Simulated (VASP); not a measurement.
# Br (I4/mmm) in VASP: single point with PBEsol

Aim: the single point of Br with PBEsol.

Everything below comes from runs of VASP 6.6.1. Logs are shortened: lines on timing, memory, paths and dates and some standing lists are left out, and cuts for length are marked.

## 1. The cell of the first run

The structure is tetragonal, space group I4/mmm (No. 139). The conventional cell has a = 2.847 Å, b = 2.847 Å, c = 7.155 Å, α = 90.00°, β = 90.00°, γ = 90.00°. Br (site symmetry 4/mmm) has 4 Br at 2.85 Å within 3.8 Å.

## 2. Single point, PBEsol

The input, INCAR:

```
ALGO     = Normal         # electronic algorithm
EDIFF    = 1E-6           # SCF threshold, eV
ENCUT    = 520            # plane-wave cutoff, eV
GGA      = PS             # functional
ISIF     = 2              # what is computed and relaxed
ISMEAR   = -1             # smearing method
LASPH    = T              # aspherical terms in the spheres
LCHARG   = F              # write CHGCAR
LREAL    = Auto         
LWAVE    = F              # write WAVECAR
NBANDS   = 78             # bands
NELM     = 60             # most SCF steps
PREC     = Accurate       # precision mode
SIGMA    = 0.1034         # smearing width, eV
```

The input, KPOINTS:

```
Automatic mesh
0
Gamma
  2 2 2
  0.5 0.5 0.5
```

The input, POSCAR:

```
Br
1.0
    2.8469834100      2.8469834100      7.1550347400
   -8.5409502300      0.0000000000      0.0000000000
    0.0000000000     -8.5409502300      0.0000000000
Br
18
Direct
    0.0000000000      0.6666666667      0.6666666667
    1.0000000000      0.3333333333      0.6666666667
    0.0000000000      0.0000000000      0.6666666667
    1.0000000000      0.6666666667      0.3333333333
    0.5000000000      0.6666666667      0.6666666667
    0.0000000000      0.3333333333      0.3333333333
    0.5000000000      0.3333333333      0.6666666667
    0.0000000000      0.0000000000      0.3333333333
    0.5000000000      0.0000000000      0.6666666667
    0.0000000000      0.6666666667      0.0000000000
    0.5000000000      0.6666666667      0.3333333333
    0.0000000000      0.3333333333      0.0000000000
    0.5000000000      0.3333333333      0.3333333333
    0.0000000000      0.0000000000      0.0000000000
    0.5000000000      0.0000000000      0.3333333333
    0.5000000000      0.6666666667      0.0000000000
    0.5000000000      0.3333333333      0.0000000000
    0.5000000000      1.0000000000      1.0000000000
```

Potentials or basis: VASP PAW PBE potentials, release 64 (Br).

Command:

```console
$ cat potpaw_PBE.64/Br/POTCAR > POTCAR
$ mpirun -np 1 vasp_std > vasp.out
```

OUTCAR:

```text
EDIFF = 1E-6
   ENCUT = 520
   GGA = PS
   ISIF = 2
   ISMEAR = -1
   LASPH = T
   LREAL = Auto
   NELM = 60
   PREC = Accurate

 ion  position               nearest neighbor table
   1  0.000  0.667  0.667-
   2  0.000  0.333  0.667-
   3  0.000  0.000  0.667-
   4  0.000  0.667  0.333-
   5  0.500  0.667  0.667-
   6  0.000  0.333  0.333-
[... 10 lines left out ...]
  17  0.500  0.333  0.000-
  18  0.500  0.000  0.000-

  LATTYP: Found a base centered monoclinic cell.
 ALAT       =    12.0787276508
 B/A-ratio  =     1.0000000000
 C/A-ratio  =     0.6797126533
 COS(beta)  =    -0.4904033075

  Lattice vectors:

 A1 = (  -8.5409502300,   0.0000000000,   0.0000000000)
 A2 = (   0.0000000000,  -8.5409502300,   0.0000000000)
 A3 = (   2.8469834100,   2.8469834100,   7.1550347400)

Analysis of symmetry for initial positions (statically):
=====================================================================
 Subroutine PRICEL returns following result:

  LATTYP: Found a body centered tetragonal cell.
 ALAT       =     2.8469834097
 C/A-ratio  =     2.5131986072

  Lattice vectors:

 A1 = (   1.4234917050,  -1.4234917047,   3.5775173700)
 A2 = (  -1.4234917047,   1.4234917050,   3.5775173700)
 A3 = (  -1.4234917050,  -1.4234917050,  -3.5775173700)

  18 primitive cells build up your supercell.

 Routine SETGRP: Setting up the symmetry group for a
 base centered monoclinic supercell.

 Subroutine GETGRP returns: Found  4 space group operations
 (whereof  4 operations were pure point group operations)
 out of a pool of  4 trial point group operations.

The static configuration has the point symmetry C_2h.

Analysis of symmetry for dynamics (positions and initial velocities):
=====================================================================
 Subroutine PRICEL returns following result:

  LATTYP: Found a body centered tetragonal cell.
 ALAT       =     2.8469834097
 C/A-ratio  =     2.5131986072

  Lattice vectors:

 A1 = (   1.4234917050,  -1.4234917047,   3.5775173700)
[... 84 lines left out ...]
   LSORBIT =      F    spin-orbit coupling
   LASPH  =      T    aspherical Exc in radial PAW
   ENCUT  =  520.0 eV  38.22 Ry    6.18 a.u.  15.27 15.88 15.88*2*pi/ulx,y,z
   NELM   =     60;   NELMIN=  2; NELMDL= -5     # of ELM steps
   EDIFF  = 0.1E-05   stopping-criterion for ELM
   LREAL  =      T    real-space projection
   EDIFFG = 0.1E-04   stopping-criterion for IOM
   NSW    =      0    number of steps for IOM
   IBRION =     -1    ionic relax: 0-MD 1-quasi-New 2-CG
   NFREE  =      0    steps in history (QN), initial steepest desc. (CG)
   ISIF   =      2    stress and relaxation
   ISYM   =      2    0-nonsym 1-usesym 2-fastsym
   POTIM  = 0.5000    time-step for ionic-motion
   TEBEG  =    0.0;   TEEND  =   0.0 temperature during run
   PSTRESS=    0.0 pullay stress
   NELECT =     126.0000    total number of electrons
   NUPDOWN=      -1.0000    fix difference up-down
   EMIN   =  10.00;   EMAX   =-10.00  energy-range for DOS
   EFERMI =   0.00;   METHOD = LEGACY
   ISMEAR =    -1;   SIGMA  =   0.10  broadening in eV -4-tet -1-fermi 0-gaus
   EFERMI_NEDOS =   21; number of points for ismear=-14 and -15
   IALGO  =     38    algorithm
   IMIX   =      4    mixing-type and parameters
     AMIX     =   0.40;   BMIX     =  1.00
     AMIX_MAG =   1.60;   BMIX_MAG =  1.00
  volume/ion in A,a.u.               =      29.00       195.68
  Fermi-wavevector in a.u.,A,eV,Ry     =   1.019351  1.926294 14.137486  1.039076
  Thomas-Fermi vector in A             =   2.152860
   LORBIT       =      0    0 simple, 1 ext, 2 COOP (PROOUT), +10 PAW based schemes
   GGA     = PS    functional components
   LHFCALC =     F    Hartree Fock is set to
   AEXX    =    0.0000 exact exchange contribution
   IVDW    =     0    specifies the selected vdW correction
   LEPSILON=     F    determine dielectric tensor
   LRPA    =     F    only Hartree local field effects (RPA)
 non-spin polarized calculation
  energy-cutoff  :      520.00
  volume of cell :      521.94
 maximum number of plane-waves:     14075
 NGX is ok and might be reduce to    64
   NGX = 31   NGY = 31   NGZ = 31

 number of electron     125.9999987 magnetization

 Free energy of the ion-electron system (eV)
  ---------------------------------------------------
  ext. energy  EPLUGINS =         0.00000000
  ---------------------------------------------------
  free energy    TOTEN  =       -30.25238241 eV

  energy without entropy =      -29.64197252  energy(sigma->0) =      -29.94717747

 E-fermi :   1.6569     XC(G=0):  -8.8422

 val. band max:        1.6352089733   @ k =   0.2500  -0.2500   0.2500
 cond. band min:       1.6617082143   @ k =  -0.2500   0.2500   0.2500
 fundamental gap:      0.0264992410
 Fermi energy:         1.6568813379

 k-point     1 :       0.2500    0.2500    0.2500
  band No.  band energies     occupation
      1     -14.6873      2.00000
      2     -14.6251      2.00000
      3     -14.1687      2.00000
      4     -14.1687      2.00000
      5     -13.9713      2.00000
      6     -13.9713      2.00000
[... 223 lines left out ...]
     74       7.4250      0.00000
     75       7.6667      0.00000
 [bands above 75 left out]

------------------------ aborting loop because EDIFF is reached ----------------------------------------

  FORCE on cell =-STRESS in cart. coord.  units (eV):
  Direction    XX          YY          ZZ          XY          YZ          ZX
  --------------------------------------------------------------------------------------
  -------------------------------------------------------------------------------------
  Total       -3.3398529     -3.3398529      0.3661487     -0.0158985     -0.0062405     -0.0062406
  in kB      -10.2521226    -10.2521226      1.1239421     -0.0488024     -0.0191561     -0.0191564
  external PRESSURE =      -6.4601010 kB  Pullay stress =       0.0000000 kB

 VOLUME and BASIS-vectors are now :
 -----------------------------------------------------------------------------
  energy-cutoff  :      520.00
  volume of cell :      521.94
      direct lattice vectors                 reciprocal lattice vectors
     2.846983410  2.846983410  7.155034740     0.000000000  0.000000000  0.139761725
    -8.540950230  0.000000000  0.000000000    -0.117082991  0.000000000  0.046587242
     0.000000000 -8.540950230  0.000000000     0.000000000 -0.117082991  0.046587242

 POSITION                                       TOTAL-FORCE (eV/Angst)
 -----------------------------------------------------------------------------------
     -5.69397     -5.69397      0.00000         0.000000     -0.000000      0.000000
     -2.84698     -5.69397      0.00000        -0.000000      0.000000      0.000000
      0.00000     -5.69397      0.00000         0.000000      0.000000      0.000000
     -5.69397     -2.84698      0.00000         0.000000     -0.000000      0.000000
     -4.27048     -4.27048      3.57752        -0.000000      0.000000      0.000000
     -2.84698     -2.84698      0.00000        -0.000000      0.000000      0.000000
[... 10 lines left out ...]
     -1.42349      1.42349      3.57752        -0.000000     -0.000000     -0.000000
      1.42349      1.42349      3.57752        -0.000000     -0.000000     -0.000000
 -----------------------------------------------------------------------------------
    total drift:                               -0.000000     -0.000000      0.000000

  FREE ENERGIE OF THE ION-ELECTRON SYSTEM (eV)
  ---------------------------------------------------
  free  energy   TOTEN  =       -30.2523824121 eV

  energy  without entropy=      -29.6419725247  energy(sigma->0) =      -29.94717747
```

stdout:

```text
POSCAR found type information on POSCAR Br
 POSCAR found :  1 types and      18 ions
 scaLAPACK will be used
 -----------------------------------------------------------------------------
|                                                                             |
|                                                                             |
|     You enforced a specific xc type in the INCAR file but a different       |
|     I HOPE YOU KNOW WHAT YOU ARE DOING!                                     |
|                                                                             |
 -----------------------------------------------------------------------------

 LDA part: xc-table for (Slater+PW92), standard interpolation
 POSCAR, INCAR and KPOINTS ok, starting setup
 FFT: planning ... GRIDC
 FFT: planning ... GRID_SOFT
 FFT: planning ... GRID
 WAVECAR not read
 entering main loop
```

It took 85 s on 1 thread of Intel Xeon 6975P-C (Granite Rapids), shared host; peak memory 0.53 GiB.

Results:

| Item | Value |
| --- | --- |
| Free energy | -30.2524 eV |
| Pressure | -0.6 GPa |
| Band gap on the k mesh | zero (bands 63 and 64 overlap by 0.02 eV) |

Stress tensor (GPa, compression positive):
```
-1.03  0.00  0.00
 0.00 -1.03  0.00
 0.00  0.00  0.11
```

Levels at points of the mesh, in eV from the Fermi level:
| k point | band 61 | band 62 | band 63 | band 64 | band 65 | band 66 | band 67 | band 68 |
| --- | --- | --- | --- | --- | --- | --- | --- | --- |
| (0.25, 0.25, 0.25) | -0.12 | -0.12 | -0.08 | -0.07 | 0.27 | 0.27 | 0.40 | 0.40 |

Caveat: the k points lie up to 0.44 Å⁻¹ apart; the PAW data sets were made with another functional, which shifts forces and pressure a little; this functional lacks dispersion, which binds layers or chains, so the pressure and a relaxed spacing across them are unreliable.

The gap in the log of VASP goes by the Fermi energy; the results here count the filled bands.